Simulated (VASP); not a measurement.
# WSe2 in VASP: a series of runs

The runs below take WSe2 through single point, with r2SCAN.

Everything below comes from runs of VASP 6.6.1. Logs are shortened: lines on timing, memory, paths and dates and some standing lists are left out, and cuts for length are marked.

### 1 The cell of the first run

The cell holds a slab with vacuum, 3 atoms: a = 3.467 Å, b = 3.467 Å, c = 16.658 Å, α = 90.00°, β = 90.00°, γ = 120.00°.

### 2 Single point, r2SCAN (strain +0.0450 x Voigt [1, 1, 0, 0, 0, 0])

Input file POSCAR:

```
WSe2
1.0
    3.4672447848      0.0000000000      0.0000000000
   -1.7336223924      3.0027220648      0.0000000000
    0.0000000000      0.0000000000     16.6581424200
W Se
1 2
Direct
    0.0000000000      0.0000000000      0.0000000000
    0.3333333333      0.6666666667      0.0997865200
    0.3333333333      0.6666666667      0.9002134800
```

Input file INCAR.step1:

```
SYSTEM = WSe2
ALGO = Normal
EDIFF = 1E-4
ENCUT = 520
GGA = PE
ISMEAR = 0
LASPH = .True.
LCHARG = .False.
LREAL = .False.
LWAVE = .True.
NBANDS = 20
NELM = 80
PREC = Accurate
SIGMA = 0.05
```

Input file INCAR.step2:

```
SYSTEM = WSe2
ALGO = Normal
EDIFF = 1E-7
ENCUT = 520
ISIF = 2
ISMEAR = 0
ISTART = 1
LASPH = .True.
LCHARG = .True.
LELF = .True.
LMIXTAU = .True.
LREAL = .False.
LVHAR = .True.
LWAVE = .False.
METAGGA = R2SCAN
NBANDS = 20
NELM = 80
PREC = Accurate
SIGMA = 0.05
```

Input file KPOINTS:

```
k-points
0
Gamma
  12 12 2
  0 0 0
```

Potentials or basis: VASP PAW PBE potentials, release 64 (W_sv, Se).

Started as:

```
$ cat potpaw_PBE.64/W_sv/POTCAR potpaw_PBE.64/Se/POTCAR > POTCAR
$ cp INCAR.step1 INCAR
$ mpirun -np 1 vasp_std > vasp.out
$ cp INCAR.step2 INCAR
$ mpirun -np 1 vasp_std > vasp.out
```

OUTCAR:

```text
SYSTEM = WSe2
   EDIFF = 1E-7
   ENCUT = 520
   ISIF = 2
   ISMEAR = 0
   ISTART = 1
   LASPH = .True.
   LREAL = .False.
   METAGGA = R2SCAN
   NELM = 80
   PREC = Accurate

 ion  position               nearest neighbor table
   1  0.000  0.000  0.000-   2 2.60   3 2.60   2 2.60   3 2.60   2 2.60   3 2.60
   2  0.333  0.667  0.100-   1 2.60   1 2.60   1 2.60
   3  0.333  0.667  0.900-   1 2.60   1 2.60   1 2.60

  LATTYP: Found a hexagonal cell.
 ALAT       =     3.4672447848
 C/A-ratio  =     4.8044321800

  Lattice vectors:

 A1 = (   3.4672447848,   0.0000000000,   0.0000000000)
 A2 = (  -1.7336223924,   3.0027220648,   0.0000000000)
 A3 = (   0.0000000000,   0.0000000000,  16.6581424200)

Analysis of symmetry for initial positions (statically):
=====================================================================
 Subroutine PRICEL returns:
 Original cell was already a primitive cell.

 Routine SETGRP: Setting up the symmetry group for a
 hexagonal supercell.

 Subroutine GETGRP returns: Found 12 space group operations
 (whereof 12 operations were pure point group operations)
 out of a pool of 24 trial point group operations.

The static configuration has the point symmetry D_3h.

Analysis of symmetry for dynamics (positions and initial velocities):
=====================================================================
 Subroutine PRICEL returns:
 Original cell was already a primitive cell.

 Routine SETGRP: Setting up the symmetry group for a
 hexagonal supercell.

 Subroutine GETGRP returns: Found 12 space group operations
 (whereof 12 operations were pure point group operations)
 out of a pool of 24 trial point group operations.

The dynamic configuration has the point symmetry D_3h.

 Subroutine INISYM returns: Found 12 space group operations
 (whereof 12 operations are pure point group operations),
 and found     1 'primitive' translations

----------------------------------------------------------------------------------------

                                     Primitive cell

  volume of cell :     173.4308

  direct lattice vectors                    reciprocal lattice vectors
     3.467244785  0.000000000  0.000000000     0.288413441  0.166515578  0.000000000
    -1.733622392  3.002722065  0.000000000     0.000000000  0.333031156  0.000000000
     0.000000000  0.000000000 16.658142420     0.000000000  0.000000000  0.060030703

  length of vectors
     3.467244785  3.467244785 16.658142420     0.333031156  0.333031156  0.060030703

  position of ions in fractional coordinates (direct lattice)
     0.000000000  0.000000000  0.000000000
     0.333333333  0.666666667  0.099786520
     0.333333333  0.666666667  0.900213480

  ion indices of the primitive-cell ions
   primitive index   ion index
                 1           1
                 2           2
                 3           3

----------------------------------------------------------------------------------------

 KPOINTS: k-points

Automatic generation of k-mesh.
 Grid dimensions read from file:
 generate k-points for:   12   12    2

 Generating k-lattice:

  Cartesian coordinates                     Fractional coordinates (reciprocal lattice)
     0.024034453  0.013876298  0.000000000     0.083333333  0.000000000  0.000000000
     0.000000000  0.027752596  0.000000000     0.000000000  0.083333333  0.000000000
     0.000000000  0.000000000  0.030015351     0.000000000  0.000000000  0.500000000

  Length of vectors
     0.027752596  0.027752596  0.030015351

  Shift w.r.t. Gamma in fractional coordinates (k-lattice)
     0.000000000  0.000000000  0.000000000

 Subroutine IBZKPT returns following result:
 ===========================================

 Found     38 irreducible k-points:

 Following reciprocal coordinates:
            Coordinates               Weight
  0.000000  0.000000  0.000000      1.000000
  0.083333 -0.000000  0.000000      6.000000
  0.166667 -0.000000  0.000000      6.000000
  0.250000  0.000000  0.000000      6.000000
  0.333333 -0.000000  0.000000      6.000000
  0.416667 -0.000000  0.000000      6.000000
[... 16 lines left out ...]
  0.250000  0.000000  0.500000      6.000000
  0.333333 -0.000000  0.500000      6.000000
 [... further k-points ...]
   k-points           NKPTS =     38   k-points in BZ     NKDIM =     38   number of bands    NBANDS=     20
   number of dos      NEDOS =    301   number of ions     NIONS =      3
   total plane-waves  NPLWV =  98784
   dimension x,y,z NGX =    28 NGY =   28 NGZ =  126
   dimension x,y,z NGXF=    56 NGYF=   56 NGZF=  252
   ions per type =               1   2
   NGX,Y,Z   is equivalent  to a cutoff of  13.43, 13.43, 12.57 a.u.
   NGXF,Y,Z  is equivalent  to a cutoff of  26.85, 26.85, 25.15 a.u.
 SYSTEM =  WSe2
   PREC   = accura    normal or accurate (medium, high low for compatibility)
   ISTART =      1    job   : 0-new  1-cont  2-samecut
   ICHARG =      0    charge: 1-file 2-atom 10-const
   ISPIN  =      1    spin polarized calculation?
   LNONCOLLINEAR =      F non collinear calculations
   LSORBIT =      F    spin-orbit coupling
   LASPH  =      T    aspherical Exc in radial PAW
   ENCUT  =  520.0 eV  38.22 Ry    6.18 a.u.   6.45  6.45 30.97*2*pi/ulx,y,z
   NELM   =     80;   NELMIN=  2; NELMDL=  0     # of ELM steps
   EDIFF  = 0.1E-06   stopping-criterion for ELM
   LREAL  =      F    real-space projection
   EDIFFG = 0.1E-05   stopping-criterion for IOM
   NSW    =      0    number of steps for IOM
   IBRION =     -1    ionic relax: 0-MD 1-quasi-New 2-CG
   NFREE  =      0    steps in history (QN), initial steepest desc. (CG)
   ISIF   =      2    stress and relaxation
   ISYM   =      2    0-nonsym 1-usesym 2-fastsym
   POTIM  = 0.5000    time-step for ionic-motion
   TEBEG  =    0.0;   TEEND  =   0.0 temperature during run
   PSTRESS=    0.0 pullay stress
   NELECT =      26.0000    total number of electrons
   NUPDOWN=      -1.0000    fix difference up-down
   EMIN   =  10.00;   EMAX   =-10.00  energy-range for DOS
   EFERMI =   0.00;   METHOD = LEGACY
   ISMEAR =     0;   SIGMA  =   0.05  broadening in eV -4-tet -1-fermi 0-gaus
   EFERMI_NEDOS =   21; number of points for ismear=-14 and -15
   IALGO  =     38    algorithm
   IMIX   =      4    mixing-type and parameters
     AMIX     =   0.40;   BMIX     =  1.00
     AMIX_MAG =   1.60;   BMIX_MAG =  1.00
  volume/ion in A,a.u.               =      57.81       390.12
  Fermi-wavevector in a.u.,A,eV,Ry     =   0.869675  1.643448 10.290568  0.756335
  Thomas-Fermi vector in A             =   1.988532
   LORBIT       =      0    0 simple, 1 ext, 2 COOP (PROOUT), +10 PAW based schemes
   METAGGA = R2SCAN    functional components
   LHFCALC =     F    Hartree Fock is set to
   AEXX    =    0.0000 exact exchange contribution
   IVDW    =     0    specifies the selected vdW correction
   LEPSILON=     F    determine dielectric tensor
   LRPA    =     F    only Hartree local field effects (RPA)
 non-spin polarized calculation
 Gauss-broadening in eV      SIGMA  =   0.05
  energy-cutoff  :      520.00
  volume of cell :      173.43
 maximum number of plane-waves:      4711
 NGX is ok and might be reduce to    28
   NGX = 13   NGY = 13   NGZ = 61

 number of electron      26.0000001 magnetization

 Free energy of the ion-electron system (eV)
  ---------------------------------------------------
  ext. energy  EPLUGINS =         0.00000000
  ---------------------------------------------------
  free energy    TOTEN  =       -81.53467151 eV

  energy without entropy =      -81.53467151  energy(sigma->0) =      -81.53467151

 E-fermi :  -1.0934     XC(G=0):  -4.6208

 val. band max:       -1.4728575128   @ k =   0.0000   0.0000   0.5000
 cond. band min:      -0.2809120164   @ k =   0.3333   0.3333   0.5000
 fundamental gap:      1.1919454965
 Fermi energy:        -1.0933519635

 k-point     1 :       0.0000    0.0000    0.0000
  band No.  band energies     occupation
      1     -77.7332      2.00000
      2     -41.2083      2.00000
      3     -41.2083      2.00000
      4     -41.2000      2.00000
      5     -16.3259      2.00000
      6     -15.0905      2.00000
[... 12 lines left out ...]
     19       4.0293      0.00000
     20       4.2658      0.00000

 k-point     2 :       0.0833   -0.0000    0.0000
  band No.  band energies     occupation
      1     -77.7329      2.00000
      2     -41.2175      2.00000
      3     -41.2105      2.00000
      4     -41.1982      2.00000
      5     -16.2396      2.00000
      6     -15.0496      2.00000
[... 12 lines left out ...]
     19       4.2150      0.00000
     20       4.3925      0.00000

 k-point     3 :       0.1667   -0.0000    0.0000
  band No.  band energies     occupation
      1     -77.7319      2.00000
      2     -41.2426      2.00000
      3     -41.2165      2.00000
      4     -41.1935      2.00000
      5     -15.9938      2.00000
      6     -14.9337      2.00000
[... 12 lines left out ...]
     19       4.7407      0.00000
     20       4.8033      0.00000

 k-point     4 :       0.2500    0.0000    0.0000
  band No.  band energies     occupation
      1     -77.7306      2.00000
      2     -41.2767      2.00000
      3     -41.2247      2.00000
      4     -41.1871      2.00000
      5     -15.6296      2.00000
      6     -14.7642      2.00000
[... 12 lines left out ...]
     19       5.2712      0.00000
     20       5.3432      0.00000

 k-point     5 :       0.3333   -0.0000    0.0000
  band No.  band energies     occupation
      1     -77.7293      2.00000
      2     -41.3105      2.00000
      3     -41.2328      2.00000
      4     -41.1806      2.00000
      5     -15.2224      2.00000
      6     -14.5792      2.00000
[... 12 lines left out ...]
     19       5.3354      0.00000
     20       5.8815      0.00000
[... 353 lines left out ...]
      6     -15.0496      2.00000
[... 12 lines left out ...]
     19       3.9879      0.00000
     20       4.6582      0.00000

 k-point    22 :       0.1667   -0.0000    0.5000
  band No.  band energies     occupation
      1     -77.7319      2.00000
      2     -41.2426      2.00000
      3     -41.2165      2.00000
      4     -41.1935      2.00000
      5     -15.9938      2.00000
      6     -14.9337      2.00000
[... 12 lines left out ...]
     19       4.3377      0.00000
     20       5.2448      0.00000

 k-point    23 :       0.2500    0.0000    0.5000
  band No.  band energies     occupation
      1     -77.7306      2.00000
      2     -41.2767      2.00000
      3     -41.2247      2.00000
      4     -41.1871      2.00000
      5     -15.6296      2.00000
      6     -14.7642      2.00000
[... 12 lines left out ...]
     19       4.8976      0.00000
     20       5.6580      0.00000

 k-point    24 :       0.3333   -0.0000    0.5000
  band No.  band energies     occupation
      1     -77.7293      2.00000
      2     -41.3105      2.00000
      3     -41.2328      2.00000
      4     -41.1806      2.00000
      5     -15.2224      2.00000
      6     -14.5792      2.00000
[... 12 lines left out ...]
     19       5.4288      0.00000
     20       5.6204      0.00000

 [... further k-points ...]

------------------------ aborting loop because EDIFF is reached ----------------------------------------

  FORCE on cell =-STRESS in cart. coord.  units (eV):
  Direction    XX          YY          ZZ          XY          YZ          ZX
  --------------------------------------------------------------------------------------
  -------------------------------------------------------------------------------------
  Total       -4.7286623     -4.7286623     -2.7620327      0.0000000      0.0000000      0.0000000
  in kB      -43.6840275    -43.6840275    -25.5160350      0.0000000      0.0000000      0.0000000
  external PRESSURE =     -37.6280300 kB  Pullay stress =       0.0000000 kB

 VOLUME and BASIS-vectors are now :
 -----------------------------------------------------------------------------
  energy-cutoff  :      520.00
  volume of cell :      173.43
      direct lattice vectors                 reciprocal lattice vectors
     3.467244785  0.000000000  0.000000000     0.288413441  0.166515578  0.000000000
    -1.733622392  3.002722065  0.000000000     0.000000000  0.333031156  0.000000000
     0.000000000  0.000000000 16.658142420     0.000000000  0.000000000  0.060030703

 POSITION                                       TOTAL-FORCE (eV/Angst)
 -----------------------------------------------------------------------------------
      0.00000      0.00000      0.00000        -0.000000      0.000000     -0.000000
     -0.00000      2.00181      1.66226         0.000000     -0.000000     -0.828026
     -0.00000      2.00181     14.99588         0.000000     -0.000000      0.828026
 -----------------------------------------------------------------------------------
    total drift:                                0.000000     -0.000000     -0.000000

  FREE ENERGIE OF THE ION-ELECTRON SYSTEM (eV)
  ---------------------------------------------------
  free  energy   TOTEN  =       -81.5346715093 eV

  energy  without entropy=      -81.5346715093  energy(sigma->0) =      -81.53467151
```

It took 5.9 min on 1 thread of Intel Xeon 6975P-C (Granite Rapids), shared host; peak memory 0.42 GiB.

Results:

| Item | Value |
| --- | --- |
| Free energy | -81.5347 eV |
| Largest force | 0.828 eV/Å |
| Band gap on the k mesh | 1.19 eV (least direct gap 1.24 eV) |

Forces on the atoms (eV/Å):
```
W    0.000  0.000  0.000
Se   0.000  0.000 -0.828
Se   0.000  0.000  0.828
```

Levels at points of the mesh, in eV from the valence-band top:
```tsv
k point	band 9	band 10	band 11	band 12	band 13	band 14	band 15	band 16	band 17	band 18
(0.00, 0.00, 0.00)	-2.61	-1.86	-1.56	-1.56	0.00	2.65	2.65	2.83	2.83	4.41
(0.50, 0.00, 0.00)	-4.10	-3.11	-1.96	-1.38	-0.87	1.99	2.34	3.71	4.16	4.54
(0.00, 0.00, 0.50)	-2.61	-1.86	-1.56	-1.56	0.00	2.65	2.65	2.83	2.83	4.42
(0.50, 0.00, 0.50)	-4.10	-3.11	-1.96	-1.38	-0.87	1.99	2.34	3.71	4.16	4.54
```

Caveat: the cell differs from its parent crystal (strain +0.0450 x Voigt [1, 1, 0, 0, 0, 0]); there is no dipole correction, which matters where the two faces differ; the PAW data sets were made with another functional, which shifts forces and pressure a little; spin-orbit coupling is left out, which moves the levels of the heavy elements.

### 3 Single point, r2SCAN (strain +0.0525 x Voigt [1, 1, 0, 0, 0, 0])

Input file POSCAR:

```
WSe2
1.0
    3.4921293167      0.0000000000      0.0000000000
   -1.7460646584      3.0242727016      0.0000000000
    0.0000000000      0.0000000000     16.6581424200
W Se
1 2
Direct
    0.0000000000      0.0000000000      0.0000000000
    0.3333333333      0.6666666667      0.0997865200
    0.3333333333      0.6666666667      0.9002134800
```

Input file INCAR.step1:

```
SYSTEM = WSe2
PREC = Accurate
ENCUT = 520
ISMEAR = 0
SIGMA = 0.05
LREAL = .FALSE.
LASPH = .TRUE.
NELM = 100
NBANDS = 20
GGA = PE
ALGO = Normal
EDIFF = 1E-4
LWAVE = .TRUE.
LCHARG = .FALSE.
```

Input file INCAR.step2:

```
SYSTEM = WSe2
PREC = Accurate
ENCUT = 520
EDIFF = 1E-7
ISMEAR = 0
SIGMA = 0.05
LREAL = .FALSE.
LASPH = .TRUE.
NELM = 100
ALGO = Normal
ISIF = 2
LWAVE = .FALSE.
LCHARG = .FALSE.
METAGGA = R2SCAN
LMIXTAU = .TRUE.
NBANDS = 20
ISTART = 1
```

Input file KPOINTS:

```
regular mesh
0
G
  12 12 2
  0 0 0
```

Potentials or basis: VASP PAW PBE potentials, release 64 (W_sv, Se).

Started as:

```
$ cat potpaw_PBE.64/W_sv/POTCAR potpaw_PBE.64/Se/POTCAR > POTCAR
$ cp INCAR.step1 INCAR
$ mpirun -np 1 vasp_std > vasp.out
$ cp INCAR.step2 INCAR
$ mpirun -np 1 vasp_std > vasp.out
```

Run time: 6.2 min. Hardware: 1 thread of Intel Xeon 6975P-C (Granite Rapids), shared host; peak memory 0.42 GiB.

The run converged. Its results:

```yaml
Free_energy: -81.4624 eV
Largest_force: 0.939 eV/Å
Band_gap_on_the_k_mesh: 1.10 eV (least direct gap 1.19 eV)
```

Forces on the atoms (eV/Å):
```
W    0.000  0.000  0.000
Se   0.000  0.000 -0.939
Se   0.000  0.000  0.939
```

Levels at points of the mesh, in eV from the valence-band top:
| k point | band 9 | band 10 | band 11 | band 12 | band 13 | band 14 | band 15 | band 16 | band 17 | band 18 |
| --- | --- | --- | --- | --- | --- | --- | --- | --- | --- | --- |
| (0.00, 0.00, 0.00) | -2.65 | -1.83 | -1.62 | -1.62 | 0.00 | 2.56 | 2.56 | 2.73 | 2.73 | 4.29 |
| (0.50, 0.00, 0.00) | -4.09 | -3.13 | -1.96 | -1.45 | -0.88 | 1.88 | 2.22 | 3.62 | 4.05 | 4.48 |
| (0.00, 0.00, 0.50) | -2.65 | -1.83 | -1.62 | -1.62 | 0.00 | 2.56 | 2.56 | 2.73 | 2.73 | 4.30 |
| (0.50, 0.00, 0.50) | -4.09 | -3.13 | -1.96 | -1.45 | -0.88 | 1.88 | 2.22 | 3.62 | 4.05 | 4.48 |

Caveat: the cell differs from its parent crystal (strain +0.0525 x Voigt [1, 1, 0, 0, 0, 0]); there is no dipole correction, which matters where the two faces differ; the PAW data sets were made with another functional, which shifts forces and pressure a little; spin-orbit coupling is left out, which moves the levels of the heavy elements.

### 4 Single point, r2SCAN (strain +0.0600 x Voigt [1, 1, 0, 0, 0, 0])

Input file POSCAR:

```
WSe2
1.0
    3.5170138487      0.0000000000      0.0000000000
   -1.7585069244      3.0458233384      0.0000000000
    0.0000000000      0.0000000000     16.6581424200
W Se
1 2
Direct
    0.0000000000      0.0000000000      0.0000000000
    0.3333333333      0.6666666667      0.0997865200
    0.3333333333      0.6666666667      0.9002134800
```

Input file INCAR.step1:

```
SYSTEM = WSe2
  PREC = Accurate
  ENCUT = 520
  ISMEAR = 0
  SIGMA = 0.05
  LREAL = .FALSE.
  LASPH = .TRUE.
  NELM = 60
  NBANDS = 20
  GGA = PE
  ALGO = Normal
  EDIFF = 1E-4
  LWAVE = .TRUE.
  LCHARG = .FALSE.
```

Input file INCAR.step2:

```
SYSTEM = WSe2
  PREC = Accurate
  ENCUT = 520
  EDIFF = 1E-7
  ISMEAR = 0
  SIGMA = 0.05
  LREAL = .FALSE.
  LASPH = .TRUE.
  NELM = 60
  ALGO = Normal
  ISIF = 2
  LWAVE = .FALSE.
  LCHARG = .TRUE.
  METAGGA = R2SCAN
  LMIXTAU = .TRUE.
  LELF = .TRUE.
  LVHAR = .TRUE.
  NBANDS = 20
  ISTART = 1
```

Input file KPOINTS:

```
Automatic mesh
0
G
  12 12 2
  0 0 0
```

Started as:

```
$ cat potpaw_PBE.64/W_sv/POTCAR potpaw_PBE.64/Se/POTCAR > POTCAR
$ cp INCAR.step1 INCAR
$ mpirun -np 1 vasp_std > vasp.out
$ cp INCAR.step2 INCAR
$ mpirun -np 1 vasp_std > vasp.out
```

Wall time 6.3 min (1 thread of Intel Xeon 6975P-C (Granite Rapids), shared host); peak memory 0.42 GiB.

The run converged. Its results:

```yaml
Free_energy: -81.3812 eV
Largest_force: 1.043 eV/Å
Band_gap_on_the_k_mesh: 1.01 eV (least direct gap 1.14 eV)
```

Forces in eV/Å, atoms in the order of the input:
```
W    0.000  0.000  0.000
Se   0.000  0.000 -1.043
Se   0.000  0.000  1.043
```

Levels at points of the mesh, in eV from the valence-band top:
```csv
k point,band 9,band 10,band 11,band 12,band 13,band 14,band 15,band 16,band 17,band 18
"(0.00, 0.00, 0.00)",-2.68,-1.81,-1.67,-1.67,0.00,2.47,2.47,2.64,2.64,4.17
"(0.50, 0.00, 0.00)",-4.08,-3.14,-1.94,-1.52,-0.88,1.79,2.10,3.53,3.95,4.43
"(0.00, 0.00, 0.50)",-2.68,-1.81,-1.67,-1.67,0.00,2.47,2.47,2.64,2.64,4.17
"(0.50, 0.00, 0.50)",-4.08,-3.14,-1.94,-1.52,-0.88,1.79,2.10,3.53,3.95,4.43
```

Caveat: the cell differs from its parent crystal (strain +0.0600 x Voigt [1, 1, 0, 0, 0, 0]); there is no dipole correction, which matters where the two faces differ; the PAW data sets were made with another functional, which shifts forces and pressure a little; spin-orbit coupling is left out, which moves the levels of the heavy elements.

### 5 Summary

```csv
cell,gap on the mesh (eV),largest force (eV/Å)
"a = 3.467, b = 3.467, c = 16.658 Å, angles 90.0, 90.0, 120.0°, 3 atoms",1.19,0.83
"a = 3.492, b = 3.492, c = 16.658 Å, angles 90.0, 90.0, 120.0°, 3 atoms",1.10,0.94
"a = 3.517, b = 3.517, c = 16.658 Å, angles 90.0, 90.0, 120.0°, 3 atoms",1.01,1.04
```

Alike in all rows: task single point; level r2SCAN; potentials or basis VASP PAW PBE potentials, release 64 (W_sv, Se); no spin polarisation; k mesh 12 × 12 × 2; cutoff (eV) 520; smearing gaussian 0.05 eV.

Caveats: there is no dipole correction, which matters where the two faces differ; the PAW data sets were made with another functional, which shifts forces and pressure a little; spin-orbit coupling is left out, which moves the levels of the heavy elements.

Absolute energies hang on the potentials; compare differences alone.
